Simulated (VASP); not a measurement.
# Ni2SbTe (P-6m2) in VASP: notebook

Ni2SbTe is run at these levels: PBE; tasks: single point.

All numbers are computed with VASP 6.6.1; they aren't measurements. Logs are shortened: lines on timing, memory, paths and dates and some standing lists are left out, and cuts for length are marked.

## Step 1: The cell of the first run

It takes space group P-6m2 (No. 187, hexagonal). Conventional cell: a = 3.966 Å, b = 3.966 Å, c = 5.203 Å, α = 90.00°, β = 90.00°, γ = 120.00°. Within 3.5 Å of Te (site symmetry -6m2) lie 6 Ni at 2.64 Å and 6 Sb at 3.47 Å. Within 3.5 Å of Sb (site symmetry -6m2) lie 6 Ni at 2.63 Å and 6 Te at 3.47 Å. Within 3.4 Å of Ni (site symmetry 3m) lie 2 Ni at 2.57 to 2.63 Å and 3 Sb at 2.63 Å and 3 Te at 2.64 Å.

## Step 2: Single point, PBE

Input file INCAR:

```
PREC = Accurate
ENCUT = 600
EDIFF = 1E-6
ISMEAR = -1
SIGMA = 0.05
LREAL = False
LASPH = True
NELM = 120
ALGO = Normal
ISIF = 2
LWAVE = False
LCHARG = False
GGA = PE
NBANDS = 24
GGA_COMPAT = False
```

Input file KPOINTS:

```
Automatic mesh
0
Gamma
  8 8 5
```

Input file POSCAR:

```
Ni2SbTe
1.0
    3.9656228857      0.0000000000      0.0000000000
   -1.9828114428      3.4343301608      0.0000000000
    0.0000000000      0.0000000000      5.2034824400
Te Sb Ni
1 1 2
Direct
    0.3333333333      0.6666666667      0.0000000000
    0.6666666667      0.3333333333      0.5000000000
    0.0000000000      0.0000000000      0.2531824000
    0.0000000000      0.0000000000      0.7468176000
```

Potentials or basis: VASP PAW PBE potentials, release 64 (Te, Sb, Ni).

On the command line:

```console
cat potpaw_PBE.64/Te/POTCAR potpaw_PBE.64/Sb/POTCAR potpaw_PBE.64/Ni/POTCAR > POTCAR
mpirun -np 1 vasp_std > vasp.out
```

OUTCAR:

```text
PREC = Accurate
   ENCUT = 600
   EDIFF = 1E-6
   ISMEAR = -1
   LREAL = False
   LASPH = True
   NELM = 120
   ISIF = 2
   GGA = PE

 ion  position               nearest neighbor table
   1  0.333  0.667  0.000-   3 2.64   4 2.64   3 2.64   4 2.64   3 2.64   4 2.64   2 3.47   2 3.47
                             2 3.47   2 3.47   2 3.47   2 3.47
   2  0.667  0.333  0.500-   3 2.63   4 2.63   3 2.63   4 2.63   3 2.63   4 2.63   1 3.47   1 3.47
                             1 3.47   1 3.47   1 3.47   1 3.47
   3  0.000  0.000  0.253-   4 2.57   2 2.63   2 2.63   2 2.63   4 2.63   1 2.64   1 2.64   1 2.64

   4  0.000  0.000  0.747-   3 2.57   2 2.63   2 2.63   2 2.63   3 2.63   1 2.64   1 2.64   1 2.64

  LATTYP: Found a hexagonal cell.
 ALAT       =     3.9656228857
 C/A-ratio  =     1.3121475718

  Lattice vectors:

 A1 = (   3.9656228857,   0.0000000000,   0.0000000000)
 A2 = (  -1.9828114428,   3.4343301608,   0.0000000000)
 A3 = (   0.0000000000,   0.0000000000,   5.2034824400)

Analysis of symmetry for initial positions (statically):
=====================================================================
 Subroutine PRICEL returns:
 Original cell was already a primitive cell.

 Routine SETGRP: Setting up the symmetry group for a
 hexagonal supercell.

 Subroutine GETGRP returns: Found 12 space group operations
 (whereof 12 operations were pure point group operations)
 out of a pool of 24 trial point group operations.

The static configuration has the point symmetry D_3h.

Analysis of symmetry for dynamics (positions and initial velocities):
=====================================================================
 Subroutine PRICEL returns:
 Original cell was already a primitive cell.

 Routine SETGRP: Setting up the symmetry group for a
 hexagonal supercell.

 Subroutine GETGRP returns: Found 12 space group operations
 (whereof 12 operations were pure point group operations)
 out of a pool of 24 trial point group operations.

The dynamic configuration has the point symmetry D_3h.

 Subroutine INISYM returns: Found 12 space group operations
 (whereof 12 operations are pure point group operations),
 and found     1 'primitive' translations

----------------------------------------------------------------------------------------

                                     Primitive cell

  volume of cell :      70.8676

  direct lattice vectors                    reciprocal lattice vectors
     3.965622886  0.000000000  0.000000000     0.252167195  0.145588798  0.000000000
    -1.982811443  3.434330161  0.000000000     0.000000000  0.291177596  0.000000000
     0.000000000  0.000000000  5.203482440     0.000000000  0.000000000  0.192178990

  length of vectors
     3.965622886  3.965622886  5.203482440     0.291177596  0.291177596  0.192178990

  position of ions in fractional coordinates (direct lattice)
     0.333333333  0.666666667  0.000000000
     0.666666667  0.333333333  0.500000000
     0.000000000  0.000000000  0.253182400
     0.000000000  0.000000000  0.746817600

  ion indices of the primitive-cell ions
   primitive index   ion index
                 1           1
                 2           2
                 3           3
                 4           4

----------------------------------------------------------------------------------------

 KPOINTS: Automatic mesh

Automatic generation of k-mesh.
 Grid dimensions read from file:
 generate k-points for:    8    8    5

 Generating k-lattice:

  Cartesian coordinates                     Fractional coordinates (reciprocal lattice)
     0.031520899  0.018198600  0.000000000     0.125000000  0.000000000  0.000000000
     0.000000000  0.036397199  0.000000000     0.000000000  0.125000000  0.000000000
     0.000000000  0.000000000  0.038435798     0.000000000  0.000000000  0.200000000

  Length of vectors
     0.036397199  0.036397199  0.038435798

  Shift w.r.t. Gamma in fractional coordinates (k-lattice)
     0.000000000  0.000000000  0.000000000

 Subroutine IBZKPT returns following result:
 ===========================================

 Found     30 irreducible k-points:

 Following reciprocal coordinates:
            Coordinates               Weight
  0.000000  0.000000  0.000000      1.000000
  0.125000  0.000000  0.000000      6.000000
  0.250000  0.000000  0.000000      6.000000
  0.375000  0.000000  0.000000      6.000000
  0.500000  0.000000  0.000000      3.000000
  0.125000  0.125000  0.000000      6.000000
[... 16 lines left out ...]
  0.250000  0.000000  0.400000     12.000000
  0.375000  0.000000  0.400000     12.000000
 [... further k-points ...]
   k-points           NKPTS =     30   k-points in BZ     NKDIM =     30   number of bands    NBANDS=     24
   number of dos      NEDOS =    301   number of ions     NIONS =      4
   total plane-waves  NPLWV =  43008
   dimension x,y,z NGX =    32 NGY =   32 NGZ =   42
   dimension x,y,z NGXF=    64 NGYF=   64 NGZF=   84
   ions per type =               1   1   2
   NGX,Y,Z   is equivalent  to a cutoff of  13.41, 13.41, 13.42 a.u.
   NGXF,Y,Z  is equivalent  to a cutoff of  26.83, 26.83, 26.84 a.u.
 SYSTEM =  unknown system
   PREC   = accura    normal or accurate (medium, high low for compatibility)
   ISTART =      0    job   : 0-new  1-cont  2-samecut
   ICHARG =      2    charge: 1-file 2-atom 10-const
   ISPIN  =      1    spin polarized calculation?
   LNONCOLLINEAR =      F non collinear calculations
   LSORBIT =      F    spin-orbit coupling
   LASPH  =      T    aspherical Exc in radial PAW
   ENCUT  =  600.0 eV  44.10 Ry    6.64 a.u.   7.92  7.92 10.39*2*pi/ulx,y,z
   NELM   =    120;   NELMIN=  2; NELMDL= -5     # of ELM steps
   EDIFF  = 0.1E-05   stopping-criterion for ELM
   LREAL  =      F    real-space projection
   EDIFFG = 0.1E-04   stopping-criterion for IOM
   NSW    =      0    number of steps for IOM
   IBRION =     -1    ionic relax: 0-MD 1-quasi-New 2-CG
   NFREE  =      0    steps in history (QN), initial steepest desc. (CG)
   ISIF   =      2    stress and relaxation
   ISYM   =      2    0-nonsym 1-usesym 2-fastsym
   POTIM  = 0.5000    time-step for ionic-motion
   TEBEG  =    0.0;   TEEND  =   0.0 temperature during run
   PSTRESS=    0.0 pullay stress
   NELECT =      31.0000    total number of electrons
   NUPDOWN=      -1.0000    fix difference up-down
   EMIN   =  10.00;   EMAX   =-10.00  energy-range for DOS
   EFERMI =   0.00;   METHOD = LEGACY
   ISMEAR =    -1;   SIGMA  =   0.05  broadening in eV -4-tet -1-fermi 0-gaus
   EFERMI_NEDOS =   21; number of points for ismear=-14 and -15
   IALGO  =     38    algorithm
   IMIX   =      4    mixing-type and parameters
     AMIX     =   0.40;   BMIX     =  1.00
     AMIX_MAG =   1.60;   BMIX_MAG =  1.00
  volume/ion in A,a.u.               =      17.72       119.56
  Fermi-wavevector in a.u.,A,eV,Ry     =   1.242738  2.348434 21.012804  1.544398
  Thomas-Fermi vector in A             =   2.377079
   LORBIT       =      0    0 simple, 1 ext, 2 COOP (PROOUT), +10 PAW based schemes
   GGA     = PE    functional components
   LHFCALC =     F    Hartree Fock is set to
   AEXX    =    0.0000 exact exchange contribution
   IVDW    =     0    specifies the selected vdW correction
   LEPSILON=     F    determine dielectric tensor
   LRPA    =     F    only Hartree local field effects (RPA)
 non-spin polarized calculation
  energy-cutoff  :      600.00
  volume of cell :       70.87
 maximum number of plane-waves:      2380
 NGX is ok and might be reduce to    32
   NGX = 15   NGY = 15   NGZ = 21

 number of electron      31.0000016 magnetization

 Free energy of the ion-electron system (eV)
  ---------------------------------------------------
  ext. energy  EPLUGINS =         0.00000000
  ---------------------------------------------------
  free energy    TOTEN  =       -19.14186898 eV

  energy without entropy =      -19.12033051  energy(sigma->0) =      -19.13109975

 E-fermi :   9.8105     XC(G=0): -11.3847

 val. band max:        9.7985421986   @ k =   0.2500   0.0000   0.4000
 cond. band min:       9.8245659141   @ k =   0.3750   0.1250   0.2000
 fundamental gap:      0.0260237155
 Fermi energy:         9.8104699237

 k-point     1 :       0.0000    0.0000    0.0000
  band No.  band energies     occupation
      1      -4.0095      2.00000
      2       0.3249      2.00000
      3       3.2391      2.00000
      4       5.6792      2.00000
      5       5.6792      2.00000
      6       6.8032      2.00000
[... 16 lines left out ...]
     23      17.3955      0.00000
     24      17.3955      0.00000

 k-point     2 :       0.1250    0.0000    0.0000
  band No.  band energies     occupation
      1      -3.8439      2.00000
      2       0.3276      2.00000
      3       3.4458      2.00000
      4       5.5537      2.00000
      5       5.7011      2.00000
      6       6.6729      2.00000
[... 16 lines left out ...]
     23      16.1884      0.00000
     24      16.6240      0.00000

 k-point     3 :       0.2500    0.0000    0.0000
  band No.  band energies     occupation
      1      -3.3750      2.00000
      2       0.2776      2.00000
      3       4.0450      2.00000
      4       4.8939      2.00000
      5       5.7609      2.00000
      6       6.1774      2.00000
[... 16 lines left out ...]
     23      16.6215      0.00000
     24      17.2160      0.00000
[... 514 lines left out ...]
 k-point    23 :       0.2500    0.0000    0.4000
  band No.  band energies     occupation
      1      -2.9249      2.00000
      2      -0.8695      2.00000
      3       4.3461      2.00000
      4       5.1894      2.00000
      5       6.0585      2.00000
      6       6.7724      2.00000
[... 16 lines left out ...]
     23      17.5309      0.00000
     24      17.7677      0.00000

 k-point    24 :       0.3750    0.0000    0.4000
  band No.  band energies     occupation
      1      -2.4363      2.00000
      2      -0.2814      2.00000
      3       3.3414      2.00000
      4       4.1055      2.00000
      5       5.9747      2.00000
      6       6.6915      2.00000
[... 16 lines left out ...]
     23      18.1536      0.00000
     24      19.5368      0.00000

 [... further k-points ...]

------------------------ aborting loop because EDIFF is reached ----------------------------------------

  FORCE on cell =-STRESS in cart. coord.  units (eV):
  Direction    XX          YY          ZZ          XY          YZ          ZX
  --------------------------------------------------------------------------------------
  -------------------------------------------------------------------------------------
  Total        1.3127366      1.3127366      0.9538256      0.0000000     -0.0000000      0.0000000
  in kB       29.6784108     29.6784108     21.5641336      0.0000000     -0.0000000      0.0000000
  external PRESSURE =      26.9736518 kB  Pullay stress =       0.0000000 kB

 VOLUME and BASIS-vectors are now :
 -----------------------------------------------------------------------------
  energy-cutoff  :      600.00
  volume of cell :       70.87
      direct lattice vectors                 reciprocal lattice vectors
     3.965622886  0.000000000  0.000000000     0.252167195  0.145588798  0.000000000
    -1.982811443  3.434330161  0.000000000     0.000000000  0.291177596  0.000000000
     0.000000000  0.000000000  5.203482440     0.000000000  0.000000000  0.192178990

 POSITION                                       TOTAL-FORCE (eV/Angst)
 -----------------------------------------------------------------------------------
     -0.00000      2.28955      0.00000         0.000000     -0.000000      0.000000
      1.98281      1.14478      2.60174         0.000000      0.000000      0.000000
      0.00000      0.00000      1.31743         0.000000     -0.000000     -0.014087
      0.00000      0.00000      3.88605        -0.000000      0.000000      0.014087
 -----------------------------------------------------------------------------------
    total drift:                                0.000000     -0.000000      0.000000

  FREE ENERGIE OF THE ION-ELECTRON SYSTEM (eV)
  ---------------------------------------------------
  free  energy   TOTEN  =       -19.1418689837 eV

  energy  without entropy=      -19.1203305114  energy(sigma->0) =      -19.13109975
```

It took 80 s on 1 thread of Oxide Virtual Turin-like, shared host; peak memory 0.21 GiB.

What came out:

```
Free energy            : -19.1419 eV
Pressure               : 2.7 GPa
Largest force          : 0.014 eV/Å
Band gap on the k mesh : zero (an odd number of electrons rules out a gap without spin polarisation)
```

Forces in eV/Å, atoms in the order of the input:
```
Te   0.000  0.000  0.000
Sb   0.000  0.000  0.000
Ni   0.000  0.000 -0.014
Ni   0.000  0.000  0.014
```

Levels at points of the mesh, in eV from the Fermi level:
| k point | band 12 | band 13 | band 14 | band 15 | band 16 | band 17 | band 18 | band 19 |
| --- | --- | --- | --- | --- | --- | --- | --- | --- |
| (0.00, 0.00, 0.00) | -1.24 | -0.32 | -0.32 | -0.10 | 2.00 | 2.00 | 2.46 | 2.71 |
| (0.50, 0.00, 0.00) | -1.74 | -1.52 | -1.30 | -1.23 | -0.66 | 0.84 | 3.06 | 3.15 |

Caveat: spin-orbit coupling is left out, which moves the levels of the heavy elements; an odd number of electrons without spin polarisation forces a metal; a magnetic or distorted state may lie lower. Spin polarisation is off, so any magnetic state and its effect on volume and gap are missing.

## Step 3: Single point, PBE, collinear spin, antiferromagnetic start

Input file INCAR:

```
PREC = Accurate
ENCUT = 600
EDIFF = 1E-6
ISMEAR = -1
SIGMA = 0.05
LREAL = False
LASPH = True
NELM = 200
ALGO = Normal
ISIF = 2
LWAVE = False
LCHARG = True
ISPIN = 2
MAGMOM = 0 0 1 -1
LORBIT = 11
LMAXMIX = 4
GGA = PE
LELF = True
LVHAR = True
NBANDS = 28
GGA_COMPAT = False
```

KPOINTS is that of step 2.

POSCAR is that of step 2.

Potentials or basis: VASP PAW PBE potentials, release 64 (Te, Sb, Ni).

On the command line:

```console
cat potpaw_PBE.64/Te/POTCAR potpaw_PBE.64/Sb/POTCAR potpaw_PBE.64/Ni/POTCAR > POTCAR
mpirun -np 1 vasp_std > vasp.out
```

Run time: 2.2 min. Hardware: 1 thread of Oxide Virtual Turin-like, shared host; peak memory 0.27 GiB.

It converged, with:

| Item | Value |
| --- | --- |
| Free energy | -19.1419 eV |
| Pressure | 2.8 GPa |
| Largest force | 0.014 eV/Å |
| Net moment | 0.00 μB per cell |
| Valence electrons inside the program's atomic spheres | Te 3.37; Sb 2.42; Ni 9.34 |

Forces in eV/Å, atoms in the order of the input:
```
Te   0.000  0.000  0.000
Sb   0.000  0.000  0.000
Ni   0.000  0.000 -0.014
Ni   0.000  0.000  0.014
```

Stress tensor (GPa, compression positive):
```
3.04 0.00 0.00
0.00 3.04 0.00
0.00 0.00 2.20
```

Levels at points of the mesh, in eV from the Fermi level:
Spin up:
| k point | band 12 | band 13 | band 14 | band 15 | band 16 | band 17 | band 18 | band 19 |
| --- | --- | --- | --- | --- | --- | --- | --- | --- |
| (0.00, 0.00, 0.00) | -1.25 | -0.32 | -0.32 | -0.10 | 2.00 | 2.00 | 2.46 | 2.71 |
| (0.50, 0.00, 0.00) | -1.74 | -1.52 | -1.31 | -1.23 | -0.66 | 0.84 | 3.06 | 3.15 |
Spin down:
```tsv
k point	band 13	band 14	band 15	band 16	band 17	band 18
(0.00, 0.00, 0.00)	-0.32	-0.32	-0.10	2.00	2.00	2.46
(0.50, 0.00, 0.00)	-1.52	-1.31	-1.23	-0.66	0.84	3.06
```

Caveat: the moments typed at the start vanished in this run; spin-orbit coupling is left out, which moves the levels of the heavy elements.

The gap in the log of VASP goes by the Fermi energy; the results here count the filled bands.